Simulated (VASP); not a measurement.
# Hf in VASP: further runs

The runs below take Hf through single point, with PBE.

All numbers are computed with VASP 6.6.1; they aren't measurements. Logs are shortened: lines on timing, memory, paths and dates and some standing lists are left out, and cuts for length are marked.

## Step 1: The cell of the first run

The structure is tetragonal, space group I4/mmm (No. 139). Conventional cell: a = 3.610 Å, b = 3.610 Å, c = 3.718 Å, α = 90.00°, β = 90.00°, γ = 90.00°. Hf (site symmetry 4/mmm) has 14 Hf at 3.16 to 3.72 Å within 4.2 Å.

## Step 2: Single point, PBE (zz strain of +3 %)

INCAR

```
SYSTEM = Hf
ALGO = Normal ; EDIFF = 1E-7
ENCUT = 520 ; GGA = PE
ISIF = 2 ; ISMEAR = -1
LASPH = .True. ; LCHARG = .False.
LREAL = .False. ; LWAVE = .False.
NBANDS = 11 ; NELM = 60
PREC = Accurate ; SIGMA = 0.05
```

KPOINTS

```
k-points
0
Gamma
  14 14 14
  0 0 0
```

POSCAR

```
Hf
1.0
   -1.8050000000      1.8050000000      1.8591500000
    1.8050000000     -1.8050000000      1.8591500000
    1.8050000000      1.8050000000     -1.8591500000
Hf
1
Direct
    0.0000000000      0.0000000000      0.0000000000
```

Potentials or basis: VASP PAW PBE potentials, release 64 (Hf_pv).

Started as:

```console
cat potpaw_PBE.64/Hf_pv/POTCAR > POTCAR
mpirun -np 1 vasp_std > vasp.out
```

OUTCAR:

```text
SYSTEM = Hf
   EDIFF = 1E-7
   ENCUT = 520
   GGA = PE
   ISIF = 2
   ISMEAR = -1
   LASPH = .True.
   LREAL = .False.
   NELM = 60
   PREC = Accurate

 ion  position               nearest neighbor table
   1  0.000  0.000  0.000-

  LATTYP: Found a body centered tetragonal cell.
 ALAT       =     3.6100000000
 C/A-ratio  =     1.0300000000

  Lattice vectors:

 A1 = (  -1.8050000000,   1.8050000000,   1.8591500000)
 A2 = (   1.8050000000,  -1.8050000000,   1.8591500000)
 A3 = (   1.8050000000,   1.8050000000,  -1.8591500000)

Analysis of symmetry for initial positions (statically):
=====================================================================
 Subroutine PRICEL returns:
 Original cell was already a primitive cell.

 Routine SETGRP: Setting up the symmetry group for a
 body centered tetragonal supercell.

 Subroutine GETGRP returns: Found 16 space group operations
 (whereof 16 operations were pure point group operations)
 out of a pool of 16 trial point group operations.

The static configuration has the point symmetry D_4h.

Analysis of symmetry for dynamics (positions and initial velocities):
=====================================================================
 Subroutine PRICEL returns:
 Original cell was already a primitive cell.

 Routine SETGRP: Setting up the symmetry group for a
 body centered tetragonal supercell.

 Subroutine GETGRP returns: Found 16 space group operations
 (whereof 16 operations were pure point group operations)
 out of a pool of 16 trial point group operations.

The dynamic configuration has the point symmetry D_4h.

 Subroutine INISYM returns: Found 16 space group operations
 (whereof 16 operations are pure point group operations),
 and found     1 'primitive' translations

----------------------------------------------------------------------------------------

                                     Primitive cell

  volume of cell :      24.2286

  direct lattice vectors                    reciprocal lattice vectors
    -1.805000000  1.805000000  1.859150000     0.000000000  0.277008310  0.268940107
     1.805000000 -1.805000000  1.859150000     0.277008310  0.000000000  0.268940107
     1.805000000  1.805000000 -1.859150000     0.277008310  0.277008310  0.000000000

  length of vectors
     3.157924749  3.157924749  3.157924749     0.386085982  0.386085982  0.391748909

  position of ions in fractional coordinates (direct lattice)
     0.000000000  0.000000000  0.000000000

  ion indices of the primitive-cell ions
   primitive index   ion index
                 1           1

----------------------------------------------------------------------------------------

 KPOINTS: k-points

Automatic generation of k-mesh.
 Grid dimensions read from file:
 generate k-points for:   14   14   14

 Generating k-lattice:

  Cartesian coordinates                     Fractional coordinates (reciprocal lattice)
     0.000000000  0.019786308  0.019210008     0.071428571  0.000000000 -0.000000000
     0.019786308  0.000000000  0.019210008     0.000000000  0.071428571 -0.000000000
     0.019786308  0.019786308  0.000000000     0.000000000  0.000000000  0.071428571

  Length of vectors
     0.027577570  0.027577570  0.027982065

  Shift w.r.t. Gamma in fractional coordinates (k-lattice)
     0.000000000  0.000000000  0.000000000

 Subroutine IBZKPT returns following result:
 ===========================================

 Found    244 irreducible k-points:

 Following reciprocal coordinates:
            Coordinates               Weight
  0.000000  0.000000  0.000000      1.000000
  0.071429  0.000000  0.000000      8.000000
  0.142857  0.000000  0.000000      8.000000
  0.214286  0.000000 -0.000000      8.000000
  0.285714  0.000000 -0.000000      8.000000
  0.357143  0.000000 -0.000000      8.000000
[... 16 lines left out ...]
  0.214286  0.142857  0.000000     16.000000
  0.285714  0.142857  0.000000     16.000000
 [... further k-points ...]
   k-points           NKPTS =    244   k-points in BZ     NKDIM =    244   number of bands    NBANDS=     11
   number of dos      NEDOS =    301   number of ions     NIONS =      1
   total plane-waves  NPLWV =  13824
   dimension x,y,z NGX =    24 NGY =   24 NGZ =   24
   dimension x,y,z NGXF=    48 NGYF=   48 NGZF=   48
   ions per type =               1
   NGX,Y,Z   is equivalent  to a cutoff of  12.63, 12.63, 12.63 a.u.
   NGXF,Y,Z  is equivalent  to a cutoff of  25.27, 25.27, 25.27 a.u.
 SYSTEM =  Hf
   PREC   = accura    normal or accurate (medium, high low for compatibility)
   ISTART =      0    job   : 0-new  1-cont  2-samecut
   ICHARG =      2    charge: 1-file 2-atom 10-const
   ISPIN  =      1    spin polarized calculation?
   LNONCOLLINEAR =      F non collinear calculations
   LSORBIT =      F    spin-orbit coupling
   LASPH  =      T    aspherical Exc in radial PAW
   ENCUT  =  520.0 eV  38.22 Ry    6.18 a.u.   5.87  5.87  5.87*2*pi/ulx,y,z
   NELM   =     60;   NELMIN=  2; NELMDL= -5     # of ELM steps
   EDIFF  = 0.1E-06   stopping-criterion for ELM
   LREAL  =      F    real-space projection
   EDIFFG = 0.1E-05   stopping-criterion for IOM
   NSW    =      0    number of steps for IOM
   IBRION =     -1    ionic relax: 0-MD 1-quasi-New 2-CG
   NFREE  =      0    steps in history (QN), initial steepest desc. (CG)
   ISIF   =      2    stress and relaxation
   ISYM   =      2    0-nonsym 1-usesym 2-fastsym
   POTIM  = 0.5000    time-step for ionic-motion
   TEBEG  =    0.0;   TEEND  =   0.0 temperature during run
   PSTRESS=    0.0 pullay stress
   NELECT =      10.0000    total number of electrons
   NUPDOWN=      -1.0000    fix difference up-down
   EMIN   =  10.00;   EMAX   =-10.00  energy-range for DOS
   EFERMI =   0.00;   METHOD = LEGACY
   ISMEAR =    -1;   SIGMA  =   0.05  broadening in eV -4-tet -1-fermi 0-gaus
   EFERMI_NEDOS =   21; number of points for ismear=-14 and -15
   IALGO  =     38    algorithm
   IMIX   =      4    mixing-type and parameters
     AMIX     =   0.40;   BMIX     =  1.00
     AMIX_MAG =   1.60;   BMIX_MAG =  1.00
  volume/ion in A,a.u.               =      24.23       163.50
  Fermi-wavevector in a.u.,A,eV,Ry     =   1.218892  2.303372 20.214144  1.485698
  Thomas-Fermi vector in A             =   2.354163
   LORBIT       =      0    0 simple, 1 ext, 2 COOP (PROOUT), +10 PAW based schemes
   GGA     = PE    functional components
   LHFCALC =     F    Hartree Fock is set to
   AEXX    =    0.0000 exact exchange contribution
   IVDW    =     0    specifies the selected vdW correction
   LEPSILON=     F    determine dielectric tensor
   LRPA    =     F    only Hartree local field effects (RPA)
 non-spin polarized calculation
  energy-cutoff  :      520.00
  volume of cell :       24.23
 maximum number of plane-waves:       682
   NGX = 11   NGY = 11   NGZ = 11

 number of electron      10.0000000 magnetization

 number of electron       9.9999999 magnetization

 Free energy of the ion-electron system (eV)
  ---------------------------------------------------
  ext. energy  EPLUGINS =         0.00000000
  ---------------------------------------------------
  free energy    TOTEN  =        -9.70302375 eV

  energy without entropy =       -9.68500093  energy(sigma->0) =       -9.69401234

 E-fermi :   4.0588     XC(G=0): -10.9278

 val. band max:        4.0541290844   @ k =  -0.2143   0.2857   0.2143
 cond. band min:       4.0590313142   @ k =   0.5000   0.2143  -0.0000
 fundamental gap:      0.0049022298
 Fermi energy:         4.0587770797

 k-point     1 :       0.0000    0.0000    0.0000
  band No.  band energies     occupation
      1     -26.0957      2.00000
      2     -26.0956      2.00000
      3     -26.0956      2.00000
      4      -2.7209      2.00000
      5       5.4206      0.00000
      6       5.4206      0.00000
      7       5.7126      0.00000
      8       7.8600      0.00000
      9       8.2576      0.00000
     10      16.6772      0.00000
     11      17.0635      0.00000

 k-point     2 :       0.0714    0.0000    0.0000
  band No.  band energies     occupation
      1     -26.1282      2.00000
      2     -26.1057      2.00000
      3     -26.0955      2.00000
      4      -2.5506      2.00000
      5       5.3783      0.00000
      6       5.3962      0.00000
      7       5.7883      0.00000
      8       7.7188      0.00000
      9       8.2102      0.00000
     10      16.9529      0.00000
     11      17.0108      0.00000

 k-point     3 :       0.1429    0.0000    0.0000
  band No.  band energies     occupation
      1     -26.2185      2.00000
      2     -26.1339      2.00000
      3     -26.0952      2.00000
      4      -2.0600      2.00000
      5       5.1401      0.00000
      6       5.1834      0.00000
      7       6.2349      0.00000
      8       7.4602      0.00000
      9       8.1698      0.00000
     10      17.0093      0.00000
     11      17.3393      0.00000

 k-point     4 :       0.2143    0.0000   -0.0000
  band No.  band energies     occupation
      1     -26.3464      2.00000
      2     -26.1743      2.00000
      3     -26.0948      2.00000
      4      -1.3152      2.00000
      5       4.7595      0.00000
      6       4.7879      0.00000
      7       7.0182      0.00000
      8       7.4120      0.00000
      9       8.1938      0.00000
     10      17.0012      0.00000
     11      17.1677      0.00000
[... 239 lines left out ...]
 k-point    22 :       0.1429    0.1429    0.0000
  band No.  band energies     occupation
      1     -26.3975      2.00000
      2     -26.1829      2.00000
      3     -26.1196      2.00000
      4      -0.8963      2.00000
      5       4.4667      0.00057
      6       4.6724      0.00001
      7       7.1638      0.00000
      8       7.5860      0.00000
      9       8.4238      0.00000
     10      16.8950      0.00000
     11      17.0747      0.00000

 k-point    23 :       0.2143    0.1429    0.0000
  band No.  band energies     occupation
      1     -26.5033      2.00000
      2     -26.2341      2.00000
      3     -26.1269      2.00000
      4      -0.0359      2.00000
      5       4.0512      1.07603
      6       4.3760      0.00351
      7       7.3189      0.00000
      8       8.4098      0.00000
      9       8.7334      0.00000
     10      15.5769      0.00000
     11      17.0151      0.00000

 k-point    24 :       0.2857    0.1429    0.0000
  band No.  band energies     occupation
      1     -26.5944      2.00000
      2     -26.2863      2.00000
      3     -26.1305      2.00000
      4       0.7748      2.00000
      5       3.8314      1.97902
      6       4.1560      0.25019
      7       7.5824      0.00000
      8       8.4657      0.00000
      9       9.8894      0.00000
     10      14.1804      0.00000
     11      16.3641      0.00000

 [... further k-points ...]

------------------------ aborting loop because EDIFF is reached ----------------------------------------

  FORCE on cell =-STRESS in cart. coord.  units (eV):
  Direction    XX          YY          ZZ          XY          YZ          ZX
  --------------------------------------------------------------------------------------
  -------------------------------------------------------------------------------------
  Total       -1.2235334     -1.2235334     -1.0025482      0.0000000      0.0000000      0.0000000
  in kB      -80.9091387    -80.9091387    -66.2959544      0.0000000      0.0000000      0.0000000
  external PRESSURE =     -76.0380772 kB  Pullay stress =       0.0000000 kB

 VOLUME and BASIS-vectors are now :
 -----------------------------------------------------------------------------
  energy-cutoff  :      520.00
  volume of cell :       24.23
      direct lattice vectors                 reciprocal lattice vectors
    -1.805000000  1.805000000  1.859150000     0.000000000  0.277008310  0.268940107
     1.805000000 -1.805000000  1.859150000     0.277008310  0.000000000  0.268940107
     1.805000000  1.805000000 -1.859150000     0.277008310  0.277008310  0.000000000

 POSITION                                       TOTAL-FORCE (eV/Angst)
 -----------------------------------------------------------------------------------
      0.00000      0.00000      0.00000         0.000000      0.000000      0.000000
 -----------------------------------------------------------------------------------
    total drift:                               -0.000000      0.000000     -0.000000

  FREE ENERGIE OF THE ION-ELECTRON SYSTEM (eV)
  ---------------------------------------------------
  free  energy   TOTEN  =        -9.7030237472 eV

  energy  without entropy=       -9.6850009312  energy(sigma->0) =       -9.69401234
```

Run time: 54 s. Hardware: 1 thread of Intel Xeon Platinum 8259CL at 2.50GHz (Skylake/Cascade Lake), shared host; peak memory 0.18 GiB.

Results:

```
Free energy            : -9.7030 eV
Pressure               : -7.6 GPa
Band gap on the k mesh : zero (band 5 reaches 5.42 eV, above the bottom of band 6 at 3.37 eV)
```

Stress tensor (GPa, compression positive):
```
-8.09  0.00  0.00
 0.00 -8.09  0.00
 0.00  0.00 -6.63
```

Levels at points of the mesh, in eV from the Fermi level:
```
           k point  band 2  band 3  band 4  band 5  band 6  band 7  band 8  band 9
(0.00, 0.00, 0.00)  -30.15  -30.15   -6.78    1.36    1.36    1.65    3.80    4.20
(0.50, 0.00, 0.00)  -30.35  -30.15   -3.16   -0.27    0.74    3.63    4.70    6.88
(0.50, 0.50, 0.00)  -30.37  -30.17   -3.11   -0.58    0.90    4.06    4.85    6.95
(0.50, 0.50, 0.50)  -30.58  -30.58   -2.29   -2.22    6.12    6.18    6.21    6.21
```

Caveat: the cell differs from its parent crystal (zz strain of +3 %); spin-orbit coupling is left out, which moves the levels of the heavy elements.

## Step 3: Single point, PBE (equal xx and yy strain of +2 %)

INCAR

```
SYSTEM = Hf
  PREC = Accurate
  ENCUT = 520
  EDIFF = 1E-6
  ISMEAR = -1
  SIGMA = 0.05
  LREAL = .FALSE.
  LASPH = .TRUE.
  NELM = 80
  ALGO = Normal
  ISIF = 2
  LWAVE = .FALSE.
  LCHARG = .TRUE.
  GGA = PE
  LELF = .TRUE.
  LVHAR = .TRUE.
  NBANDS = 11
```

KPOINTS

```
regular mesh
0
G
  14 14 14
  0 0 0
```

POSCAR

```
Hf
1.0
   -1.8411000000      1.8411000000      1.8050000000
    1.8411000000     -1.8411000000      1.8050000000
    1.8411000000      1.8411000000     -1.8050000000
Hf
1
Direct
    0.0000000000      0.0000000000      0.0000000000
```

Potentials or basis: VASP PAW PBE potentials, release 64 (Hf_pv).

Started as:

```console
cat potpaw_PBE.64/Hf_pv/POTCAR > POTCAR
mpirun -np 1 vasp_std > vasp.out
```

Wall time 56 s (1 thread of Intel Xeon Platinum 8259CL at 2.50GHz (Skylake/Cascade Lake), shared host); peak memory 0.18 GiB.

The run converged. Its results:

```yaml
Free_energy: -9.6897 eV
Pressure: -8.3 GPa
Band_gap_on_the_k_mesh: zero (band 5 reaches 5.42 eV, above the bottom of band 6 at 3.32 eV)
```

Stress tensor (GPa, compression positive):
```
-7.96  0.00  0.00
 0.00 -7.96  0.00
 0.00  0.00 -9.11
```

Levels at points of the mesh, in eV from the Fermi level:
```tsv
k point	band 1	band 2	band 3	band 4	band 5	band 6	band 7	band 8	band 9	band 10
(0.00, 0.00, 0.00)	-30.19	-30.19	-30.19	-6.75	1.31	1.51	1.51	3.83	4.10	12.76
(0.50, 0.00, 0.00)	-30.79	-30.40	-30.20	-3.11	-0.43	0.80	3.82	4.73	6.84	9.01
(0.50, 0.50, 0.00)	-30.79	-30.39	-30.19	-3.14	-0.22	0.69	3.59	4.58	6.80	8.94
(0.50, 0.50, 0.50)	-30.63	-30.63	-30.60	-2.24	-2.19	6.09	6.09	6.15	6.40	6.40
```

Caveat: the cell differs from its parent crystal (equal xx and yy strain of +2 %); spin-orbit coupling is left out, which moves the levels of the heavy elements.

## Step 4: Single point, PBE (volume scaled by 0.9405)

INCAR

```
PREC = Accurate
ENCUT = 520
EDIFF = 1E-6
ISMEAR = -1
SIGMA = 0.05
LREAL = False
LASPH = True
NELM = 60
ALGO = Normal
ISIF = 2
LWAVE = False
LCHARG = False
GGA = PE
NBANDS = 11
```

KPOINTS

```
Automatic mesh
0
Gamma
  14 14 14
```

POSCAR

```
Hf
1.0
   -1.7684663730      1.7684663730      1.7684663730
    1.7684663730     -1.7684663730      1.7684663730
    1.7684663730      1.7684663730     -1.7684663730
Hf
1
Direct
    0.0000000000      0.0000000000      0.0000000000
```

Started as:

```console
cat potpaw_PBE.64/Hf_pv/POTCAR > POTCAR
mpirun -np 1 vasp_std > vasp.out
```

Wall time 8 s (1 thread of Intel Xeon 6975P-C, shared host); peak memory 0.15 GiB.

Results (log left out):

| Property | Result |
| --- | --- |
| Free energy | -9.7511 eV |
| Pressure | 0.4 GPa |
| Band gap on the k mesh | zero (band 5 reaches 6.19 eV, above the bottom of band 6 at 3.89 eV) |

Levels at points of the mesh, in eV from the Fermi level:
| k point | band 3 | band 4 | band 5 | band 6 | band 7 | band 8 |
| --- | --- | --- | --- | --- | --- | --- |
| (0.00, 0.00, 0.00) | -29.77 | -7.05 | 1.56 | 1.56 | 1.56 | 4.37 |
| (0.50, 0.00, 0.00) | -29.77 | -3.39 | -0.49 | 1.13 | 4.21 | 5.22 |
| (0.50, 0.50, 0.50) | -30.36 | -2.60 | -2.60 | 6.88 | 6.88 | 6.88 |

Caveat: spin-orbit coupling is left out, which moves the levels of the heavy elements.

## Step 5: Overview

| cell | gap on the mesh (eV) | pressure (GPa) |
| --- | --- | --- |
| a = 3.158 Å, angles 110.3, 110.3, 107.9°, 1 atom | none | -7.6 |
| a = 3.168 Å, angles 108.9, 108.9, 110.5°, 1 atom | none | -8.3 |
| a = 3.063 Å, angles 109.5°, 1 atom | none | 0.4 |

Alike in all rows: task single point; level PBE; potentials or basis VASP PAW PBE potentials, release 64 (Hf_pv); no spin polarisation; k mesh 14 × 14 × 14; cutoff (eV) 520; smearing fermi-dirac 0.05 eV.

Caveats: spin-orbit coupling is left out, which moves the levels of the heavy elements.

Total energies depend on the potentials used, so only differences within one code and one set of settings carry meaning.
